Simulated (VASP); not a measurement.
Set up this calculation in VASP 6.6.1, as the native input.

```yaml
Task: single point
Functional: LDA
Potentials_or_basis: VASP PAW LDA potentials, release 64 (Ti_sv, Al)
Cutoff: 520 eV
k_mesh: 10 × 10 × 10
Occupations: fermi-dirac, width 0.05 eV
Spin: no spin polarisation
Dipole_correction: no
Further_INCAR_settings: ALGO = Normal; EDIFF = 1e-06; NBANDS = 18
```

The structure of TiAl3 lies in POSCAR:

```
TiAl3
1.0
   -1.8720936454      1.8720936454      4.1932836873
    1.8720936454     -1.8720936454      4.1932836873
    1.8720936454      1.8720936454     -4.1932836873
Ti Al
1 3
Direct
    0.0000000000      0.0000000000      0.0000000000
    0.2500000000      0.7500000000      0.5000000000
    0.7500000000      0.2500000000      0.5000000000
    0.5000000000      0.5000000000      0.0000000000
```

This cell differs from its parent crystal: volume scaled by 0.94.

These files were run (other wordings do the same):

INCAR

```
SYSTEM = TiAl3
ALGO = Normal
EDIFF = 1E-6
ENCUT = 520
GGA = CA
ISIF = 2
ISMEAR = -1
LASPH = .True.
LCHARG = .False.
LREAL = .False.
LWAVE = .False.
NBANDS = 18
NELM = 100
PREC = Accurate
SIGMA = 0.05
```

KPOINTS

```
k-points
0
Gamma
  10 10 10
  0 0 0
```

Potentials or basis: VASP PAW LDA potentials, release 64 (Ti_sv, Al).

Launch:

```console
$ cat potpaw_LDA.64/Ti_sv/POTCAR potpaw_LDA.64/Al/POTCAR > POTCAR
$ mpirun -np 1 vasp_std > vasp.out
```

Results of the run:

| Property | Result |
| --- | --- |
| Pressure | 3.8 GPa |

Wall time 120 s on 1 thread of Intel(R) Xeon(R) Platinum 8488C (Sapphire Rapids), on a shared host, peak memory 0.26 GiB.
